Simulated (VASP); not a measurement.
# BAs (F-43m) in VASP: a series of runs

The runs below take BAs through relaxation of cell and atoms, single point, with HSE06.

Everything below comes from runs of VASP 6.6.1. Logs are shortened: lines on timing, memory, paths and dates and some standing lists are left out, and cuts for length are marked.

**1. The cell of the first run**

It takes space group F-43m (No. 216, cubic). The conventional cell has a = 4.784 Å, b = 4.784 Å, c = 4.784 Å, α = 90.00°, β = 90.00°, γ = 90.00°. B (site symmetry -43m) has 4 As at 2.07 Å within 2.7 Å. As (site symmetry -43m) has 4 B at 2.07 Å within 2.7 Å.

**2. Relaxation of cell and atoms, HSE06**

Contents of POSCAR:

```
BAs
1.0
    0.0000000000      2.3918700258      2.3918700258
    2.3918700258      0.0000000000      2.3918700258
    2.3918700258      2.3918700258      0.0000000000
B As
1 1
Direct
    0.0000000000      0.0000000000      0.0000000000
    0.2500000000      0.2500000000      0.2500000000
```

Contents of INCAR.step1:

```
SYSTEM = BAs
ALGO = Normal
EDIFF = 1E-5
ENCUT = 600
GGA = PE
ISMEAR = -1
LASPH = .TRUE.
LCHARG = .FALSE.
LREAL = .FALSE.
LWAVE = .TRUE.
NBANDS = 11
NELM = 80
PREC = Accurate
SIGMA = 0.02
```

Contents of INCAR.step2:

```
SYSTEM = BAs
ALGO = Normal
EDIFF = 1E-7
EDIFFG = -0.005
ENCUT = 600
GGA = PE
HFSCREEN = 0.2079
IBRION = 2
ISIF = 3
ISMEAR = -1
ISTART = 1
LASPH = .TRUE.
LCHARG = .FALSE.
LHFCALC = .TRUE.
LREAL = .FALSE.
LWAVE = .FALSE.
NELM = 80
NSW = 80
PREC = Accurate
PRECFOCK = Normal
SIGMA = 0.02
```

Contents of KPOINTS:

```
k-points
0
G
  6 6 6
  0 0 0
```

Potentials or basis: VASP PAW PBE potentials, release 64 (B, As).

Command:

```
$ cat potpaw_PBE.64/B/POTCAR potpaw_PBE.64/As/POTCAR > POTCAR
$ cp INCAR.step1 INCAR
$ mpirun -np 1 vasp_std > vasp.out
$ cp INCAR.step2 INCAR
$ mpirun -np 1 vasp_std > vasp.out
```

OUTCAR:

```text
SYSTEM = BAs
   EDIFF = 1E-7
   EDIFFG = -0.005
   ENCUT = 600
   GGA = PE
   HFSCREEN = 0.2079
   IBRION = 2
   ISIF = 3
   ISMEAR = -1
   ISTART = 1
   LASPH = .TRUE.
   LHFCALC = .TRUE.
   LREAL = .FALSE.
   NELM = 80
   NSW = 80
   PREC = Accurate
   PRECFOCK = Normal

 ion  position               nearest neighbor table
   1  0.000  0.000  0.000-   2 2.07   2 2.07   2 2.07   2 2.07
   2  0.250  0.250  0.250-   1 2.07   1 2.07   1 2.07   1 2.07

  LATTYP: Found a face centered cubic cell.
 ALAT       =     4.7837400516

  Lattice vectors:

 A1 = (   0.0000000000,   2.3918700258,   2.3918700258)
 A2 = (   2.3918700258,   0.0000000000,   2.3918700258)
 A3 = (   2.3918700258,   2.3918700258,   0.0000000000)

Analysis of symmetry for initial positions (statically):
=====================================================================
 Subroutine PRICEL returns:
 Original cell was already a primitive cell.

 Routine SETGRP: Setting up the symmetry group for a
 face centered cubic supercell.

 Subroutine GETGRP returns: Found 24 space group operations
 (whereof 24 operations were pure point group operations)
 out of a pool of 48 trial point group operations.

The static configuration has the point symmetry T_d .

Analysis of symmetry for dynamics (positions and initial velocities):
=====================================================================
 Subroutine PRICEL returns:
 Original cell was already a primitive cell.

 Routine SETGRP: Setting up the symmetry group for a
 face centered cubic supercell.

 Subroutine GETGRP returns: Found 24 space group operations
 (whereof 24 operations were pure point group operations)
 out of a pool of 48 trial point group operations.

The dynamic configuration has the point symmetry T_d .

 Subroutine INISYM returns: Found 24 space group operations
 (whereof 24 operations are pure point group operations),
 and found     1 'primitive' translations

----------------------------------------------------------------------------------------

                                     Primitive cell

  volume of cell :      27.3680

  direct lattice vectors                    reciprocal lattice vectors
     0.000000000  2.391870026  2.391870026    -0.209041459  0.209041459  0.209041459
     2.391870026  0.000000000  2.391870026     0.209041459 -0.209041459  0.209041459
[... 74 lines left out ...]
   ENCUT  =  600.0 eV  44.10 Ry    6.64 a.u.   6.76  6.76  6.76*2*pi/ulx,y,z
   NELM   =     80;   NELMIN=  2; NELMDL=  0     # of ELM steps
   EDIFF  = 0.1E-06   stopping-criterion for ELM
   LREAL  =      F    real-space projection
   EDIFFG = -.5E-02   stopping-criterion for IOM
   NSW    =     80    number of steps for IOM
   IBRION =      2    ionic relax: 0-MD 1-quasi-New 2-CG
   NFREE  =      1    steps in history (QN), initial steepest desc. (CG)
   ISIF   =      3    stress and relaxation
   ISYM   =      3    0-nonsym 1-usesym 2-fastsym
   POTIM  = 0.5000    time-step for ionic-motion
   TEBEG  =    0.0;   TEEND  =   0.0 temperature during run
   PSTRESS=    0.0 pullay stress
   NELECT =       8.0000    total number of electrons
   NUPDOWN=      -1.0000    fix difference up-down
   EMIN   =  10.00;   EMAX   =-10.00  energy-range for DOS
   EFERMI =   0.00;   METHOD = LEGACY
   ISMEAR =    -1;   SIGMA  =   0.02  broadening in eV -4-tet -1-fermi 0-gaus
   EFERMI_NEDOS =   21; number of points for ismear=-14 and -15
   IALGO  =     38    algorithm
   IMIX   =      1    mixing-type and parameters
     AMIX     =   0.40;   BMIX     =  1.00
     AMIX_MAG =   1.60;   BMIX_MAG =  1.00
  volume/ion in A,a.u.               =      13.68        92.34
  Fermi-wavevector in a.u.,A,eV,Ry     =   1.086485  2.053160 16.061006  1.180451
  Thomas-Fermi vector in A             =   2.222623
   LORBIT       =      0    0 simple, 1 ext, 2 COOP (PROOUT), +10 PAW based schemes
   GGA     = PE    functional components
   LHFCALC =     T    Hartree Fock is set to
   PRECFOCK=normal    Normal, Fast or Accurate (Low or Medium for compatibility)
   ENCUT4O =  -1.0   cutoff for four orbital integrals eV
   NKREDX  =     1    reduce k-point grid by
   NKREDY  =     1    reduce k-point grid by
   NKREDZ  =     1    reduce k-point grid by
   AEXX    =    0.2500 exact exchange contribution
   HFSCREEN=    0.2079 screening length (either q_TF or 0.3 A-1)
   HFSCREENC=   0.2079 screening length for correlation (either q_TF or 0.3 A-1)
   ENCUTFOCK=  -1.0 apply spherical cutoff to Coloumb kernel
   IVDW    =     0    specifies the selected vdW correction
   LEPSILON=     F    determine dielectric tensor
   LRPA    =     F    only Hartree local field effects (RPA)
 conjugate gradient relaxation of ions
 non-spin polarized calculation
  energy-cutoff  :      600.00
  volume of cell :       27.37
 maximum number of plane-waves:       941
  NGX = 24; NGY = 24; NGZ = 24

--------------------------------------- Ionic step        1  -------------------------------------------

 number of electron       8.0000000 magnetization

 Free energy of the ion-electron system (eV)
  ---------------------------------------------------
  ext. energy  EPLUGINS =         0.00000000
  ---------------------------------------------------
  free energy    TOTEN  =       -13.24305450 eV

  energy without entropy =      -13.24305450  energy(sigma->0) =      -13.24305450

------------------------ aborting loop because EDIFF is reached ----------------------------------------

  FORCE on cell =-STRESS in cart. coord.  units (eV):
  Direction    XX          YY          ZZ          XY          YZ          ZX
  --------------------------------------------------------------------------------------
  -------------------------------------------------------------------------------------
  Total       -0.2007601     -0.2007601     -0.2007601      0.0000000     -0.0000000     -0.0000000
  in kB      -11.7529089    -11.7529089    -11.7529089      0.0000000     -0.0000000     -0.0000000
  external PRESSURE =     -11.7529089 kB  Pullay stress =       0.0000000 kB
[... 59 lines left out ...]
--------------------------------------- Ionic step        3  -------------------------------------------

 number of electron       8.0000000 magnetization

 Free energy of the ion-electron system (eV)
  ---------------------------------------------------
  ext. energy  EPLUGINS =         0.00000000
  ---------------------------------------------------
  free energy    TOTEN  =       -13.24386914 eV

  energy without entropy =      -13.24386914  energy(sigma->0) =      -13.24386914

 E-fermi :   6.1723     XC(G=0):  -8.7729

 val. band max:        5.7569374192   @ k =   0.0000   0.0000   0.0000
 cond. band min:       7.6999468514   @ k =   0.3333   0.3333   0.0000
 fundamental gap:      1.9430094322
 Fermi energy:         6.1722511383

 k-point     1 :       0.0000    0.0000    0.0000
  band No.  band energies     occupation
      1     -11.2334      2.00000
      2       5.7569      2.00000
      3       5.7569      2.00000
      4       5.7569      2.00000
      5       9.8754      0.00000
      6       9.8754      0.00000
      7       9.8754      0.00000
      8      11.6865      0.00000
[... 192 lines left out ...]
  FREE ENERGIE OF THE ION-ELECTRON SYSTEM (eV)
  ---------------------------------------------------
  free  energy   TOTEN  =       -13.2438691438 eV

  energy  without entropy=      -13.2438691438  energy(sigma->0) =      -13.24386914

 reached required accuracy - stopping structural energy minimisation
```

OSZICAR.step1:

```text
N       E                     dE             d eps       ncg     rms          rms(c)
DAV:   1     0.145101879019E+02    0.14510E+02   -0.41065E+03   352   0.722E+02
DAV:   2    -0.112494631942E+02   -0.25760E+02   -0.24362E+02   477   0.110E+02
DAV:   3    -0.120252920213E+02   -0.77583E+00   -0.77481E+00   436   0.179E+01
DAV:   4    -0.120273168618E+02   -0.20248E-02   -0.20247E-02   388   0.104E+00
DAV:   5    -0.120273203030E+02   -0.34412E-05   -0.34412E-05   445   0.451E-02    0.491E+00
DAV:   6    -0.114563727471E+02    0.57095E+00   -0.15810E+00   379   0.511E+00    0.239E+00
DAV:   7    -0.113971707175E+02    0.59202E-01   -0.19098E-01   403   0.215E+00    0.985E-01
DAV:   8    -0.113903747493E+02    0.67960E-02   -0.20534E-02   391   0.820E-01    0.985E-02
DAV:   9    -0.113906910538E+02   -0.31630E-03   -0.79178E-04   409   0.162E-01    0.583E-02
DAV:  10    -0.113908512993E+02   -0.16025E-03   -0.19696E-04   366   0.861E-02    0.120E-02
DAV:  11    -0.113908570247E+02   -0.57254E-05   -0.52036E-06   394   0.155E-02
   1 F= -.11390857E+02 E0= -.11390857E+02  d E =-.571949E-12
```

Wall time 27 min (1 thread of Intel Xeon Platinum 8488C (Sapphire Rapids), shared host); peak memory 0.28 GiB.

Results:

```yaml
Free_energy: -13.2439 eV
Relaxed_volume: 13.57 Å³/atom
Relaxed_cell: a = 3.374 Å, b = 3.374 Å, c = 3.374 Å, α = 60.00°, β = 60.00°, γ = 60.00°
Space_group_after_relaxing_to_0.1_Å: F-43m (No. 216)
Energy_gained_by_relaxing: 0.4 meV/atom
Ionic_steps: 3
Pressure_after_relaxing: 0.0 GPa
Band_gap_on_the_k_mesh: 1.94 eV (least direct gap 4.12 eV)
```

Step by step:
| step | energy change (eV) | largest force (eV/Å) | pressure (GPa) | volume (Å³) |
| --- | --- | --- | --- | --- |
| 1 | 0.0000 | 0.0000 | -1.18 | 27.37 |
| 2 | -0.0003 | 0.0000 | 0.96 | 26.97 |
| 3 | -0.0008 | 0.0000 | 0.01 | 27.15 |

Final structure:
```yaml
crystal:
  lattice:
    - [0.00000, 2.38543, 2.38543]
    - [2.38543, 0.00000, 2.38543]
    - [2.38543, 2.38543, 0.00000]
  atoms:
    - { symbol: B, position: [0.00000, 0.00000, 0.00000] }
    - { symbol: As, position: [0.25000, 0.25000, 0.25000] }
```

Caveat: the PAW data sets were made with another functional, which shifts forces and pressure a little.

**3. Single point, HSE06**

This run uses another cell than the first one, of 13.58 Å³/atom.

Contents of POSCAR:

```
BAs
1.0
    0.0000000000      2.3860741776      2.3860741776
    2.3860741776      0.0000000000      2.3860741776
    2.3860741776      2.3860741776      0.0000000000
B As
1 1
Direct
    0.0000000000      0.0000000000      0.0000000000
    0.2500000000      0.2500000000      0.2500000000
```

Contents of INCAR.step1:

```
PREC = Accurate ; ENCUT = 520
EDIFF = 1E-5 ; ISMEAR = -1
SIGMA = 0.02 ; LREAL = F
LASPH = T ; NELM = 80
ALGO = Normal ; ISIF = 2
LWAVE = T ; NBANDS = 11
GGA = PE
```

Contents of INCAR.step2:

```
PREC = Accurate ; ENCUT = 520
EDIFF = 1E-6 ; ISMEAR = -1
SIGMA = 0.02 ; LREAL = F
LASPH = T ; NELM = 80
ALGO = Normal ; ISIF = 2
LWAVE = F ; LCHARG = T
GGA = PE ; LHFCALC = T
HFSCREEN = 0.2079 ; PRECFOCK = Normal
LELF = T ; LVHAR = T
NBANDS = 11 ; ISTART = 1
```

Contents of KPOINTS:

```
regular mesh
0
Gamma
  6 6 6
```

Potentials or basis: VASP PAW PBE potentials, release 64 (B, As).

Command:

```
$ cat potpaw_PBE.64/B/POTCAR potpaw_PBE.64/As/POTCAR > POTCAR
$ cp INCAR.step1 INCAR
$ mpirun -np 1 vasp_std > vasp.out
$ cp INCAR.step2 INCAR
$ mpirun -np 1 vasp_std > vasp.out
```

Run time: 13 min. Hardware: 1 thread of Oxide Virtual Turin-like, shared host; peak memory 0.23 GiB.

It converged, with:

- Free energy: -13.2427 eV
- Pressure: -0.1 GPa
- Band gap on the k mesh: 1.94 eV (least direct gap 4.12 eV)

Levels at points of the mesh, in eV from the valence-band top:
```tsv
k point	band 1	band 2	band 3	band 4	band 5	band 6	band 7	band 8
(0.00, 0.00, 0.00)	-16.98	0.00	0.00	0.00	4.12	4.12	4.12	5.92
(0.50, 0.00, 0.00)	-13.78	-9.72	-1.99	-1.99	3.58	5.70	5.70	10.02
(0.50, 0.50, 0.00)	-12.27	-9.50	-4.48	-4.48	2.07	2.14	12.97	12.97
```

Caveat: the PAW data sets were made with another functional, which shifts forces and pressure a little.
